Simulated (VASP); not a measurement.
# MoS2 (P-3m1) in VASP: notebook

Runs on MoS2. Level: PBE+D3(BJ). Tasks: single point.

All numbers are computed with VASP 6.6.1; they aren't measurements. Logs are shortened: lines on timing, memory, paths and dates and some standing lists are left out, and cuts for length are marked.

### 1 The cell of the first run

The typed cell holds 6 atoms: a = 3.244 Å, b = 3.244 Å, c = 11.007 Å, α = 90.00°, β = 90.00°, γ = 120.00°.

### 2 Single point, PBE+D3(BJ)

File INCAR:

```
ALGO = Normal
EDIFF = 1E-6
ENCUT = 520
GGA = PE
ISIF = 2
ISMEAR = 0
IVDW = 12
LASPH = True
LCHARG = False
LREAL = False
LWAVE = False
NBANDS = 35
NELM = 80
PREC = Accurate
SIGMA = 0.05
```

File KPOINTS:

```
k-points
0
Gamma
  12 12 4
```

File POSCAR:

```
MoS2
1.0
    3.2438000000      0.0000000000      0.0000000000
   -1.6219000000      2.8092132048      0.0000000000
    0.0000000000      0.0000000000     11.0072000000
Mo S
2 4
Direct
    0.6666666667      0.3333333333      0.2501439769
    0.3333333333      0.6666666667      0.7498560231
    0.3333333333      0.6666666667      0.3795985159
    0.6666666667      0.3333333333      0.8793132861
    0.3333333333      0.6666666667      0.1206867139
    0.6666666667      0.3333333333      0.6204014841
```

Potentials or basis: VASP PAW PBE potentials, release 64 (Mo_sv, S).

The run is started by

```console
$ cat potpaw_PBE.64/Mo_sv/POTCAR potpaw_PBE.64/S/POTCAR > POTCAR
$ mpirun -np 1 vasp_std > vasp.out
```

OUTCAR:

```text
EDIFF = 1E-6
   ENCUT = 520
   GGA = PE
   ISIF = 2
   ISMEAR = 0
   IVDW = 12
   LASPH = True
   LREAL = False
   NELM = 80
   PREC = Accurate
 IVDW          = 12

 ion  position               nearest neighbor table
   1  0.667  0.333  0.250-   3 2.35   3 2.35   3 2.35   5 2.35   5 2.35   5 2.35
   2  0.333  0.667  0.750-   6 2.35   6 2.35   6 2.35   4 2.35   4 2.35   4 2.35
   3  0.333  0.667  0.380-   1 2.35   1 2.35   1 2.35
   4  0.667  0.333  0.879-   2 2.35   2 2.35   2 2.35
   5  0.333  0.667  0.121-   1 2.35   1 2.35   1 2.35
   6  0.667  0.333  0.620-   2 2.35   2 2.35   2 2.35

  LATTYP: Found a hexagonal cell.
 ALAT       =     3.2438000000
 C/A-ratio  =     3.3933041495

  Lattice vectors:

 A1 = (   3.2438000000,   0.0000000000,   0.0000000000)
 A2 = (  -1.6219000000,   2.8092132048,   0.0000000000)
 A3 = (   0.0000000000,   0.0000000000,  11.0072000000)

Analysis of symmetry for initial positions (statically):
=====================================================================
 Subroutine PRICEL returns:
 Original cell was already a primitive cell.

 Routine SETGRP: Setting up the symmetry group for a
 hexagonal supercell.

 Subroutine GETGRP returns: Found 12 space group operations
 (whereof 12 operations were pure point group operations)
 out of a pool of 24 trial point group operations.

The static configuration has the point symmetry D_3d.

Analysis of symmetry for dynamics (positions and initial velocities):
=====================================================================
 Subroutine PRICEL returns:
 Original cell was already a primitive cell.

 Routine SETGRP: Setting up the symmetry group for a
 hexagonal supercell.

 Subroutine GETGRP returns: Found 12 space group operations
 (whereof 12 operations were pure point group operations)
 out of a pool of 24 trial point group operations.

The dynamic configuration has the point symmetry D_3d.

 Subroutine INISYM returns: Found 12 space group operations
 (whereof 12 operations are pure point group operations),
 and found     1 'primitive' translations

----------------------------------------------------------------------------------------

                                     Primitive cell

  volume of cell :     100.3034

  direct lattice vectors                    reciprocal lattice vectors
     3.243800000  0.000000000  0.000000000     0.308280412  0.177985779  0.000000000
    -1.621900000  2.809213205  0.000000000     0.000000000  0.355971558  0.000000000
     0.000000000  0.000000000 11.007200000     0.000000000  0.000000000  0.090849626

  length of vectors
     3.243800000  3.243800000 11.007200000     0.355971558  0.355971558  0.090849626

  position of ions in fractional coordinates (direct lattice)
     0.666666667  0.333333333  0.250143977
     0.333333333  0.666666667  0.749856023
     0.333333333  0.666666667  0.379598516
     0.666666667  0.333333333  0.879313286
     0.333333333  0.666666667  0.120686714
     0.666666667  0.333333333  0.620401484

  ion indices of the primitive-cell ions
   primitive index   ion index
                 1           1
                 2           2
                 3           3
                 4           4
                 5           5
                 6           6

----------------------------------------------------------------------------------------

 KPOINTS: k-points

Automatic generation of k-mesh.
 Grid dimensions read from file:
 generate k-points for:   12   12    4

 Generating k-lattice:

  Cartesian coordinates                     Fractional coordinates (reciprocal lattice)
     0.025690034  0.014832148  0.000000000     0.083333333 -0.000000000  0.000000000
     0.000000000  0.029664296  0.000000000     0.000000000  0.083333333  0.000000000
     0.000000000  0.000000000  0.022712406     0.000000000  0.000000000  0.250000000

  Length of vectors
     0.029664296  0.029664296  0.022712406

  Shift w.r.t. Gamma in fractional coordinates (k-lattice)
     0.000000000  0.000000000  0.000000000

 Subroutine IBZKPT returns following result:
 ===========================================

 Found     69 irreducible k-points:

 Following reciprocal coordinates:
            Coordinates               Weight
  0.000000  0.000000  0.000000      1.000000
  0.083333  0.000000  0.000000      6.000000
  0.166667  0.000000  0.000000      6.000000
  0.250000  0.000000  0.000000      6.000000
  0.333333  0.000000  0.000000      6.000000
  0.416667 -0.000000  0.000000      6.000000
[... 16 lines left out ...]
  0.166667  0.000000  0.250000      6.000000
  0.000000  0.166667  0.250000      6.000000
 [... further k-points ...]
   k-points           NKPTS =     69   k-points in BZ     NKDIM =     69   number of bands    NBANDS=     35
   number of dos      NEDOS =    301   number of ions     NIONS =      6
   total plane-waves  NPLWV =  48384
   dimension x,y,z NGX =    24 NGY =   24 NGZ =   84
   dimension x,y,z NGXF=    48 NGYF=   48 NGZF=  168
   ions per type =               2   4
   NGX,Y,Z   is equivalent  to a cutoff of  12.30, 12.30, 12.69 a.u.
   NGXF,Y,Z  is equivalent  to a cutoff of  24.60, 24.60, 25.37 a.u.
 SYSTEM =  unknown system
   PREC   = accura    normal or accurate (medium, high low for compatibility)
   ISTART =      0    job   : 0-new  1-cont  2-samecut
   ICHARG =      2    charge: 1-file 2-atom 10-const
   ISPIN  =      1    spin polarized calculation?
   LNONCOLLINEAR =      F non collinear calculations
   LSORBIT =      F    spin-orbit coupling
   LASPH  =      T    aspherical Exc in radial PAW
   ENCUT  =  520.0 eV  38.22 Ry    6.18 a.u.   6.03  6.03 20.47*2*pi/ulx,y,z
   NELM   =     80;   NELMIN=  2; NELMDL= -5     # of ELM steps
   EDIFF  = 0.1E-05   stopping-criterion for ELM
   LREAL  =      F    real-space projection
   EDIFFG = 0.1E-04   stopping-criterion for IOM
   NSW    =      0    number of steps for IOM
[... 5 lines left out ...]
   TEBEG  =    0.0;   TEEND  =   0.0 temperature during run
   PSTRESS=    0.0 pullay stress
   NELECT =      52.0000    total number of electrons
   NUPDOWN=      -1.0000    fix difference up-down
   EMIN   =  10.00;   EMAX   =-10.00  energy-range for DOS
   EFERMI =   0.00;   METHOD = LEGACY
   ISMEAR =     0;   SIGMA  =   0.05  broadening in eV -4-tet -1-fermi 0-gaus
   EFERMI_NEDOS =   21; number of points for ismear=-14 and -15
   IALGO  =     38    algorithm
   IMIX   =      4    mixing-type and parameters
     AMIX     =   0.40;   BMIX     =  1.00
     AMIX_MAG =   1.60;   BMIX_MAG =  1.00
  volume/ion in A,a.u.               =      16.72       112.81
  Fermi-wavevector in a.u.,A,eV,Ry     =   1.315136  2.485247 23.532409  1.729583
  Thomas-Fermi vector in A             =   2.445340
   LORBIT       =      0    0 simple, 1 ext, 2 COOP (PROOUT), +10 PAW based schemes
   GGA     = PE    functional components
   LHFCALC =     F    Hartree Fock is set to
   AEXX    =    0.0000 exact exchange contribution
   IVDW    =    12    specifies the selected vdW correction
   LEPSILON=     F    determine dielectric tensor
   LRPA    =     F    only Hartree local field effects (RPA)
 non-spin polarized calculation
 Gauss-broadening in eV      SIGMA  =   0.05
  energy-cutoff  :      520.00
  volume of cell :      100.30
 maximum number of plane-waves:      2736
   NGX = 13   NGY = 13   NGZ = 41

 number of electron      52.0000001 magnetization

 Free energy of the ion-electron system (eV)
  ---------------------------------------------------
  ext. energy  EPLUGINS =         0.00000000
  ---------------------------------------------------
  free energy    TOTEN  =       -42.73323187 eV

  energy without entropy =      -42.73176689  energy(sigma->0) =      -42.73249938

 E-fermi :   8.7692     XC(G=0): -11.1971

 val. band max:        8.7558860773   @ k =   0.3333   0.3333   0.5000
 cond. band min:       8.8333113815   @ k =   0.0000   0.0000   0.2500
 fundamental gap:      0.0774253043
 Fermi energy:         8.7692081283

 k-point     1 :       0.0000    0.0000    0.0000
  band No.  band energies     occupation
      1     -53.1113      2.00000
      2     -53.1113      2.00000
      3     -27.2322      2.00000
      4     -27.2317      2.00000
      5     -27.1527      2.00000
      6     -27.1527      2.00000
[... 27 lines left out ...]
     34      11.2058      0.00000
     35      13.3889      0.00000

 k-point     2 :       0.0833    0.0000    0.0000
  band No.  band energies     occupation
      1     -53.1093      2.00000
      2     -53.1092      2.00000
      3     -27.2276      2.00000
      4     -27.2271      2.00000
      5     -27.1760      2.00000
      6     -27.1760      2.00000
[... 27 lines left out ...]
     34      11.0917      0.00000
     35      13.8384      0.00000

 k-point     3 :       0.1667    0.0000    0.0000
  band No.  band energies     occupation
      1     -53.1035      2.00000
      2     -53.1035      2.00000
      3     -27.2393      2.00000
      4     -27.2393      2.00000
      5     -27.2150      2.00000
      6     -27.2145      2.00000
[... 27 lines left out ...]
     34      11.1709      0.00000
     35      14.9393      0.00000
[... 723 lines left out ...]
 k-point    23 :       0.1667    0.0000    0.2500
  band No.  band energies     occupation
      1     -53.1035      2.00000
      2     -53.1035      2.00000
      3     -27.2393      2.00000
      4     -27.2393      2.00000
      5     -27.2149      2.00000
      6     -27.2146      2.00000
[... 27 lines left out ...]
     34      11.1606      0.00000
     35      14.9445      0.00000

 k-point    24 :       0.0000    0.1667    0.2500
  band No.  band energies     occupation
      1     -53.1035      2.00000
      2     -53.1035      2.00000
      3     -27.2393      2.00000
      4     -27.2393      2.00000
      5     -27.2149      2.00000
      6     -27.2146      2.00000
[... 27 lines left out ...]
     34      11.1606      0.00000
     35      14.9610      0.00000

 [... further k-points ...]

------------------------ aborting loop because EDIFF is reached ----------------------------------------

 Edisp (eV)   -2.72406

 E8    (eV) :    -1.0988

  FORCE on cell =-STRESS in cart. coord.  units (eV):
  Direction    XX          YY          ZZ          XY          YZ          ZX
  --------------------------------------------------------------------------------------
  -------------------------------------------------------------------------------------
  Total      -0.15509    -0.15509    14.70587     0.00000     0.00000     0.00000
  in kB      -2.47737    -2.47737   234.90146     0.00000     0.00000     0.00000
  external pressure =       76.65 kB  Pullay stress =        0.00 kB

 VOLUME and BASIS-vectors are now :
 -----------------------------------------------------------------------------
  energy-cutoff  :      520.00
  volume of cell :      100.30
      direct lattice vectors                 reciprocal lattice vectors
     3.243800000  0.000000000  0.000000000     0.308280412  0.177985779  0.000000000
    -1.621900000  2.809213205  0.000000000     0.000000000  0.355971558  0.000000000
     0.000000000  0.000000000 11.007200000     0.000000000  0.000000000  0.090849626

 POSITION                                       TOTAL-FORCE (eV/Angst)
 -----------------------------------------------------------------------------------
      1.62190      0.93640      2.75338        -0.000000     -0.000000     -0.002108
     -0.00000      1.87281      8.25382         0.000000      0.000000      0.002108
     -0.00000      1.87281      4.17832         0.000000     -0.000000      2.020067
      1.62190      0.93640      9.67878        -0.000000      0.000000      2.027789
     -0.00000      1.87281      1.32842         0.000000      0.000000     -2.027789
      1.62190      0.93640      6.82888         0.000000      0.000000     -2.020067
 -----------------------------------------------------------------------------------
    total drift:                               -0.000000      0.000000      0.000000

  FREE ENERGIE OF THE ION-ELECTRON SYSTEM (eV)
  ---------------------------------------------------
  free  energy   TOTEN  =       -45.4572959497 eV

  energy  without entropy=      -45.4558309734  energy(sigma->0) =      -45.45656346
```

It took 2.5 min on 1 thread of Intel Xeon Platinum 8259CL at 2.50GHz (Skylake/Cascade Lake), shared host; peak memory 0.34 GiB.

Results:

| Property | Result |
| --- | --- |
| Free energy | -45.4573 eV |
| Pressure | 7.7 GPa |
| Largest force | 2.028 eV/Å |
| Band gap on the k mesh | zero (bands 26 and 27 overlap by 0.43 eV) |
| Dispersion energy per atom | -0.454 eV |

Forces in eV/Å, atoms in the order of the input:
```
Mo   0.000  0.000 -0.002
Mo   0.000  0.000  0.002
S    0.000  0.000  2.020
S    0.000  0.000  2.028
S    0.000  0.000 -2.028
S    0.000  0.000 -2.020
```

Caveat: the stress differs along the axes, from -0 to 23 GPa; forces of over 1 eV/Å act on the atoms, so gaps and moduli don't describe the material at rest.

### 3 Single point, PBE+D3(BJ)

File INCAR:

```
PREC     = Accurate       # precision mode
ENCUT    = 520            # plane-wave cutoff, eV
EDIFF    = 1E-6           # SCF threshold, eV
ISMEAR   = 0              # smearing method
SIGMA    = 0.05           # smearing width, eV
LREAL    = F              # projectors in reciprocal space
LASPH    = T              # aspherical terms in the spheres
NELM     = 60             # most SCF steps
ALGO     = Normal         # electronic algorithm
ISIF     = 2              # what is computed and relaxed
LWAVE    = F              # write WAVECAR
LCHARG   = T              # write CHGCAR
GGA      = PE             # functional
IVDW     = 12             # dispersion correction
LELF     = T              # ELF
LVHAR    = T            
NBANDS   = 35             # bands
```

File KPOINTS:

```
Automatic mesh
0
Gamma
  12 12 4
```

Edit POSCAR of step 2 so:

```diff
@@ -2,5 +2,5 @@
 1.0
-    3.2438000000      0.0000000000      0.0000000000
-   -1.6219000000      2.8092132048      0.0000000000
-    0.0000000000      0.0000000000     11.0072000000
+    3.2123000000      0.0000000000      0.0000000000
+   -1.6061500000      2.7819334046      0.0000000000
+    0.0000000000      0.0000000000     11.2249000000
 Mo S
```

Potentials or basis: VASP PAW PBE potentials, release 64 (Mo_sv, S).

The run is started by

```console
$ cat potpaw_PBE.64/Mo_sv/POTCAR potpaw_PBE.64/S/POTCAR > POTCAR
$ mpirun -np 1 vasp_std > vasp.out
```

Run time: 2.9 min. Hardware: 1 thread of Intel Xeon Platinum 8259CL at 2.50GHz (Skylake/Cascade Lake), shared host; peak memory 0.34 GiB.

It converged, with:

```yaml
Free_energy: -45.7193 eV
Pressure: 7.2 GPa
Largest_force: 1.720 eV/Å
Band_gap_on_the_k_mesh: zero (bands 26 and 27 overlap by 0.12 eV)
Dispersion_energy_per_atom: -0.454 eV
```

Forces on the atoms (eV/Å):
```
Mo   0.000  0.000 -0.002
Mo   0.000  0.000  0.002
S    0.000  0.000  1.713
S    0.000  0.000  1.720
S    0.000  0.000 -1.720
S    0.000  0.000 -1.713
```

Stress tensor (GPa, compression positive):
```
 0.93  0.00  0.00
 0.00  0.93  0.00
 0.00  0.00 19.68
```

Levels at points of the mesh, in eV from the Fermi level:
```csv
k point,band 24,band 25,band 26,band 27,band 28,band 29
"(0.00, 0.00, 0.00)",-1.13,-0.66,0.15,1.50,1.50,1.52
"(0.50, 0.00, 0.00)",-2.44,-2.08,-1.64,0.79,0.91,1.33
"(0.00, 0.00, 0.50)",-2.58,-0.02,-0.02,1.50,1.50,1.50
"(0.50, 0.00, 0.50)",-2.62,-1.80,-1.80,0.84,0.84,1.44
```

Caveat: the stress differs along the axes, from 1 to 20 GPa; forces of over 1 eV/Å act on the atoms, so gaps and moduli don't describe the material at rest.

The gap in the log of VASP goes by the Fermi energy; the results here count the filled bands.